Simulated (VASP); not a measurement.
# BN (R3m) in VASP: further runs, part 2 of 3

VASP 6.6.1. The steps go on from the part before.

**3. Vibrations by perturbation theory, LDA**

This run uses another cell than the first one, of 7.62 Å³/atom.

File INCAR:

```
SYSTEM = BN
  PREC = Accurate
  ENCUT = 520
  EDIFF = 1E-8
  ISMEAR = 0
  SIGMA = 0.01
  LREAL = .False.
  LASPH = .True.
  NELM = 100
  ALGO = Normal
  ISIF = 2
  LWAVE = .False.
  LCHARG = .False.
  GGA = CA
  NBANDS = 11
  IBRION = 8
  NSW = 1
  LEPSILON = .True.
```

File KPOINTS:

```
Automatic mesh
0
Gamma
  12 12 12
  0 0 0
```

File POSCAR:

```
BN
1.0
    1.2379320920      0.7147204265      2.8706456339
   -1.2379320920      0.7147204265      2.8706456339
    0.0000000000     -1.4294408531      2.8706456338
B N
1 1
Direct
    1.0003086213      1.0003086213      1.0003086213
    0.3321243787      0.3321243787      0.3321243787
```

Potentials or basis: VASP PAW LDA potentials, release 64 (B, N).

Launch:

```console
> cat potpaw_LDA.64/B/POTCAR potpaw_LDA.64/N/POTCAR > POTCAR
> mpirun -np 1 vasp_std > vasp.out
```

OUTCAR:

```text
SYSTEM = BN
   PREC = Accurate
   ENCUT = 520
   EDIFF = 1E-8
   ISMEAR = 0
   LREAL = .False.
   LASPH = .True.
   NELM = 100
   ISIF = 2
   GGA = CA
   IBRION = 8
   NSW = 1
   LEPSILON = .True.

 ion  position               nearest neighbor table
   1  0.000  0.000  0.000-   2 1.43   2 1.43   2 1.43
   2  0.332  0.332  0.332-   1 1.43   1 1.43   1 1.43

  LATTYP: Found a trigonal (rhomboedric) cell.
 ALAT       =     3.2068532096
 COS(alpha) =     0.7019662296

  Lattice vectors:

 A1 = (   1.2379320920,   0.7147204265,   2.8706456339)
 A2 = (  -1.2379320920,   0.7147204265,   2.8706456339)
 A3 = (   0.0000000000,  -1.4294408531,   2.8706456338)

Analysis of symmetry for initial positions (statically):
=====================================================================
 Subroutine PRICEL returns:
 Original cell was already a primitive cell.

 Routine SETGRP: Setting up the symmetry group for a
 trigonal (rhombohedral) supercell.

 Subroutine GETGRP returns: Found  6 space group operations
 (whereof  6 operations were pure point group operations)
 out of a pool of 12 trial point group operations.

The static configuration has the point symmetry C_3v.

Analysis of symmetry for dynamics (positions and initial velocities):
=====================================================================
 Subroutine PRICEL returns:
 Original cell was already a primitive cell.

 Routine SETGRP: Setting up the symmetry group for a
 trigonal (rhombohedral) supercell.

 Subroutine GETGRP returns: Found  6 space group operations
 (whereof  6 operations were pure point group operations)
 out of a pool of 12 trial point group operations.

The dynamic configuration has the point symmetry C_3v.

 Subroutine INISYM returns: Found  6 space group operations
 (whereof  6 operations are pure point group operations),
 and found     1 'primitive' translations

----------------------------------------------------------------------------------------

                                     Primitive cell

  volume of cell :      15.2393

  direct lattice vectors                    reciprocal lattice vectors
     1.237932092  0.714720427  2.870645634     0.403899376  0.233191414  0.116117897
    -1.237932092  0.714720427  2.870645634    -0.403899376  0.233191414  0.116117897
     0.000000000 -1.429440853  2.870645634     0.000000000 -0.466382827  0.116117897

  length of vectors
     3.206853210  3.206853210  3.206853210     0.480620752  0.480620752  0.480620752

  position of ions in fractional coordinates (direct lattice)
[... 539 lines left out ...]

------------------------ aborting loop because EDIFF is reached ----------------------------------------

--------------------------------------- Ionic step        7  -------------------------------------------

------------------------ aborting loop because EDIFF is reached ----------------------------------------

[... ionic steps 8 to 8 ...]

--------------------------------------- Ionic step        9  -------------------------------------------

 Free energy of the ion-electron system (eV)
  ---------------------------------------------------
  ---------------------------------------------------
  free energy    TOTEN  =        -0.23793116 eV

  energy without entropy =       -0.23793116

------------------------ aborting loop because EDIFF is reached ----------------------------------------

 INTERNAL STRAIN TENSOR  FOR ION    2  DIRECTION 3   (eV/Angst):
 -----------------------------------------------------------------------------
    -0.30097  0.00000 -0.00000
    -0.00000 -0.30097 -0.00000
    -0.00000 -0.00000  1.81803

 MACROSCOPIC STATIC DIELECTRIC TENSOR (including local field effects in DFT)
 ------------------------------------------------------
           5.356514     0.000000     0.000000
           0.000000     5.356514     0.000000
           0.000000     0.000000     3.471840
 ------------------------------------------------------

 PIEZOELECTRIC TENSOR (including local field effects)  for field in x, y, z        (e  Angst)
          XX          YY          ZZ          XY          YZ          ZX
  --------------------------------------------------------------------------------
  x     0.00000     0.00000     0.00000     1.23416     0.00000     0.05099
  y     1.23416    -1.23416     0.00000     0.00000     0.05099     0.00000
  z     0.12421     0.12421    -0.34112     0.00000     0.00000     0.00000

 PIEZOELECTRIC TENSOR (including local field effects)  for field in x, y, z        (C/m^2)
          XX          YY          ZZ          XY          YZ          ZX
  --------------------------------------------------------------------------------
  x     0.00000     0.00000     0.00000     1.29753     0.00000     0.05361
  y     1.29753    -1.29753     0.00000     0.00000     0.05361     0.00000
  z     0.13058     0.13058    -0.35864     0.00000     0.00000     0.00000

 BORN EFFECTIVE CHARGES (including local field effects) (in |e|, cummulative output)
 ---------------------------------------------------------------------------------
 ion    1
    1     2.66697     0.00000     0.00000
    2     0.00000     2.66697     0.00000
    3     0.00000     0.00000     1.03400
 ion    2
    1    -2.66697     0.00000     0.00000
    2     0.00000    -2.66697    -0.00000
    3     0.00000    -0.00000    -1.03400

 INTERNAL STRAIN TENSOR FOR ION    2 for displacements in x,y,z  (eV/Angst):
          X           Y           Z          XY          YZ          ZX
  --------------------------------------------------------------------------------
  x    -0.00000     0.00000     0.00000    14.75859     0.00000     0.39569
  y    14.75859   -14.75859     0.00000     0.00000     0.20358    -0.00000
  z    -0.30097    -0.30097     1.81803     0.00000    -0.00000     0.00000

 SECOND DERIVATIVES (NOT SYMMETRIZED)
 ------------------------------------
               1X          1Y          1Z          2X          2Y          2Z
  1X   -44.757614    0.000000    0.000000   44.757614    0.000000    0.000000
  1Y     0.000000  -44.757614   -0.000000   -0.000000   44.757614    0.000000
  1Z     0.000000   -0.000000  -11.455802    0.000000    0.000000   11.455802
  2X    44.768147    0.000000    0.000000  -44.768147    0.000000   -0.000000
  2Y     0.000000   44.768147    0.000000    0.000000  -44.768147   -0.000000
  2Z     0.000000    0.000000   11.451954    0.000000   -0.000000  -11.451954

 Eigenvectors and eigenvalues of the dynamical matrix
 ----------------------------------------------------

   1 f  =   42.347217 THz   266.075414 2PiTHz 1412.551124 cm-1   175.133940 meV
             X         Y         Z           dx          dy          dz
      0.000000 -0.000000  0.002658    -0.751149    0.000000   -0.000000
      0.000000 -0.000000  2.860234     0.660132   -0.000000   -0.000000
[... 21 lines left out ...]
   6 f/i=    0.002470 THz     0.015523 2PiTHz    0.082407 cm-1     0.010217 meV
             X         Y         Z           dx          dy          dz
      0.000000 -0.000000  0.002658    -0.573222   -0.327401   -0.000000
      0.000000 -0.000000  2.860234    -0.652256   -0.372542   -0.000000

--------------------------------------------------------------------------------------------------------

 MACROSCOPIC STATIC DIELECTRIC TENSOR IONIC CONTRIBUTION
 ------------------------------------------------------
           1.886780     0.000000    -0.000000
           0.000000     1.886780     0.000000
          -0.000000     0.000000     1.108388
 ------------------------------------------------------

 ELASTIC MODULI CONTR FROM IONIC RELAXATION (kBar)
 Direction    XX          YY          ZZ          XY          YZ          ZX
 --------------------------------------------------------------------------------
 XX        -509.9517    508.2790      5.0112     -0.0000     -8.1794     -0.0000
 YY         508.2790   -509.9517      5.0112      0.0000      8.1794      0.0000
 ZZ           5.0112      5.0112    -30.0263      0.0000      0.0000      0.0000
 XY          -0.0000      0.0000      0.0000   -509.1153     -0.0000    -11.9253
 YZ          -8.1794      8.1794      0.0000     -0.0000     -0.1314     -0.0000
 ZX          -0.0000      0.0000      0.0000    -11.9253     -0.0000     -0.2793
 --------------------------------------------------------------------------------

 PIEZOELECTRIC TENSOR IONIC CONTR  for field in x, y, z        (C/m^2)
          XX          YY          ZZ          XY          YZ          ZX
  --------------------------------------------------------------------------------
  x    -0.00000     0.00000     0.00000    -0.92223    -0.00000    -0.02160
  y    -0.92223     0.92223     0.00000    -0.00000    -0.01482    -0.00000
  z     0.02865     0.02865    -0.17166     0.00000     0.00000     0.00000
```

OSZICAR:

```text
N       E                     dE             d eps       ncg     rms          rms(c)
DAV:   1     0.956809675137E+01    0.95681E+01   -0.48079E+03  4262   0.697E+02
DAV:   2    -0.206776217280E+02   -0.30246E+02   -0.29241E+02  4909   0.154E+02
DAV:   3    -0.212359605380E+02   -0.55834E+00   -0.55738E+00  5080   0.181E+01
[... 157 lines left out ...]
RMM:   7    -0.237931078760E+00   -0.24987E-05   -0.38914E-09  7053   0.393E-04    0.449E-05
RMM:   8    -0.237931206149E+00   -0.12739E-06   -0.14516E-09  7234   0.413E-05    0.225E-05
RMM:   9    -0.237931145324E+00    0.60825E-07   -0.15203E-09  6918   0.267E-05    0.138E-06
RMM:  10    -0.237931157989E+00   -0.12665E-07   -0.15540E-09  6213   0.142E-05    0.599E-07
RMM:  11    -0.237931156295E+00    0.16935E-08   -0.15340E-09  4140   0.132E-05    0.328E-08
 Linear response finished
```

Run time: 8.6 min. Hardware: 1 thread of Intel Xeon Platinum 8488C (Sapphire Rapids), shared host; peak memory 0.45 GiB.

What came out:

```yaml
Electronic_dielectric_tensor_diagonal: 5.36, 5.36, 3.47
Born_charges_mean_of_the_diagonal: B +2.12; N -2.12 e
Highest_phonon_frequency_at_Γ_LO-TO_splitting_left_out: 1413 cm⁻¹
```

Phonon frequencies in cm⁻¹ (negative: imaginary):
```tsv
q point	frequencies
(0.000, 0.000, 0.000)	0 0 0 715 1413 1413
```

Electronic dielectric tensor:
```
5.36 0.00 0.00
0.00 5.36 0.00
0.00 0.00 3.47
```

Born effective charge tensors (e):
atom 1, B
```
2.67 0.00 0.00
0.00 2.67 0.00
0.00 0.00 1.03
```
atom 2, N
```
-2.67  0.00  0.00
 0.00 -2.67  0.00
 0.00  0.00 -1.03
```

Caveat: the cell stands under pressure or tension, which shifts response properties.

**4. Vibrations by perturbation theory, LDA (8.47 Å³/atom)**

This run uses another cell than the first one, of 8.47 Å³/atom.

File INCAR:

```
SYSTEM = BN
PREC     = Accurate       ! precision mode
ENCUT    = 520            ! plane-wave cutoff, eV
EDIFF    = 1E-8           ! SCF threshold, eV
ISMEAR   = 0              ! smearing method
SIGMA    = 0.01           ! smearing width, eV
LREAL    = .FALSE.        ! projectors in reciprocal space
LASPH    = .TRUE.         ! aspherical terms in the spheres
NELM     = 60             ! most SCF steps
ALGO     = Normal         ! electronic algorithm
ISIF     = 2              ! what is computed and relaxed
LWAVE    = .FALSE.        ! write WAVECAR
LCHARG   = .FALSE.        ! write CHGCAR
IBRION   = 8              ! ionic algorithm
NSW      = 1              ! ionic steps
LEPSILON = .TRUE.         ! dielectric tensor by DFPT
```

File KPOINTS:

```
regular mesh
0
G
  12 12 12
  0 0 0
```

File POSCAR:

```
BN
1.0
    1.2436471685      0.7180200275      3.1629279037
   -1.2436471685      0.7180200275      3.1629279037
    0.0000000000     -1.4360400550      3.1629279037
B N
1 1
Direct
    0.9997901293      0.9997901293      0.9997901293
    0.3326428707      0.3326428707      0.3326428707
```

Potentials or basis: VASP PAW LDA potentials, release 64 (B, N).

Launch:

```console
> cat potpaw_LDA.64/B/POTCAR potpaw_LDA.64/N/POTCAR > POTCAR
> mpirun -np 1 vasp_std > vasp.out
```

OUTCAR:

```text
SYSTEM = BN
   PREC = Accurate
   ENCUT = 520
   EDIFF = 1E-8
   ISMEAR = 0
   LREAL = .FALSE.
   LASPH = .TRUE.
   NELM = 60
   ISIF = 2
   IBRION = 8
   NSW = 1
   LEPSILON = .TRUE.

 ion  position               nearest neighbor table
   1  1.000  1.000  1.000-   2 1.44   2 1.44   2 1.44
   2  0.333  0.333  0.333-   1 1.44   1 1.44   1 1.44

  LATTYP: Found a trigonal (rhomboedric) cell.
 ALAT       =     3.4736614636
 COS(alpha) =     0.7436405181

[... 602 lines left out ...]
      0.000000  0.000000  3.156376    -0.660113    0.000000    0.000000
[... 21 lines left out ...]
   6 f/i=    0.001386 THz     0.008708 2PiTHz    0.046230 cm-1     0.005732 meV
             X         Y         Z           dx          dy          dz
      0.000000  0.000000  9.486792     0.660113   -0.000000    0.000000
      0.000000  0.000000  3.156376     0.751166    0.000000    0.000000

--------------------------------------------------------------------------------------------------------

 MACROSCOPIC STATIC DIELECTRIC TENSOR IONIC CONTRIBUTION
 ------------------------------------------------------
           1.784504    -0.000000    -0.000000
          -0.000000     1.784504    -0.000000
          -0.000000    -0.000000     0.533183
 ------------------------------------------------------

 ELASTIC MODULI CONTR FROM IONIC RELAXATION (kBar)
 Direction    XX          YY          ZZ          XY          YZ          ZX
 --------------------------------------------------------------------------------
 XX        -409.1735    408.8435      0.7903      0.0000      0.0922     -0.0000
 YY         408.8435   -409.1735      0.7903     -0.0000     -0.0922      0.0000
 ZZ           0.7903      0.7903     -3.7852     -0.0000     -0.0000     -0.0000
 XY           0.0000     -0.0000     -0.0000   -409.0085     -0.0000     -1.9606
 YZ           0.0922     -0.0922     -0.0000     -0.0000     -0.0000      0.0000
 ZX          -0.0000      0.0000     -0.0000     -1.9606      0.0000     -0.0094
 --------------------------------------------------------------------------------

 PIEZOELECTRIC TENSOR IONIC CONTR  for field in x, y, z        (C/m^2)
          XX          YY          ZZ          XY          YZ          ZX
  --------------------------------------------------------------------------------
  x     0.00000    -0.00000    -0.00000    -0.80389    -0.00000    -0.00385
  y    -0.80389     0.80389     0.00000     0.00000     0.00018    -0.00000
  z     0.00883     0.00883    -0.04227     0.00000    -0.00000     0.00000
```

stdout:

```text
POSCAR found type information on POSCAR B N
 POSCAR found :  2 types and       2 ions
 scaLAPACK will be used
 LDA part: xc-table for (Slater(with rela. corr.)+CA(PZ))
 , standard interpolation
 POSCAR, INCAR and KPOINTS ok, starting setup
 FFT: planning ... GRIDC
 FFT: planning ... GRID_SOFT
 FFT: planning ... GRID
[... 33 lines left out ...]
 first order change of Fermi-energy  -0.31886E+00
 force on displaced ion       1 direction 3 :   0.000   0.000 -12.707
 Born effective charge ion    1 direction 3 :   0.000   0.000   0.797
 Linear response progress:
 first order change of Fermi-energy   0.15774E-04
 force on displaced ion       2 direction 1 : -43.177   0.026  -0.000
 Born effective charge ion    2 direction 1 :  -2.686  -0.004  -0.000
 Linear response progress:
 first order change of Fermi-energy   0.32092E+00
 force on displaced ion       2 direction 3 :   0.000  -0.000 -12.706
 Born effective charge ion    2 direction 3 :   0.000   0.000  -0.796
 Born effective charges drift removed
 Linear response finished
```

Run time: 16 min. Hardware: 1 thread of Intel Xeon Platinum 8488C (Sapphire Rapids), shared host; peak memory 0.43 GiB.

Results:

```yaml
Electronic_dielectric_tensor_diagonal: 5.03, 5.03, 2.92
Born_charges_mean_of_the_diagonal: B +2.06; N -2.06 e
Highest_phonon_frequency_at_Γ_LO-TO_splitting_left_out: 1388 cm⁻¹
```

Phonon frequencies in cm⁻¹ (negative: imaginary):
| q point | frequencies |
| --- | --- |
| (0.000, 0.000, 0.000) | 0 0 0 753 1388 1388 |

Electronic dielectric tensor:
```
5.03 0.00 0.00
0.00 5.03 0.00
0.00 0.00 2.92
```

Born effective charge tensors (e):
atom 1, B
```
2.69 0.00 0.00
0.00 2.69 0.00
0.00 0.00 0.80
```
atom 2, N
```
-2.69  0.00  0.00
 0.00 -2.69  0.00
 0.00  0.00 -0.80
```

Caveat: the cell stands under pressure or tension, which shifts response properties.

(Part 2 of 3 ends here.)
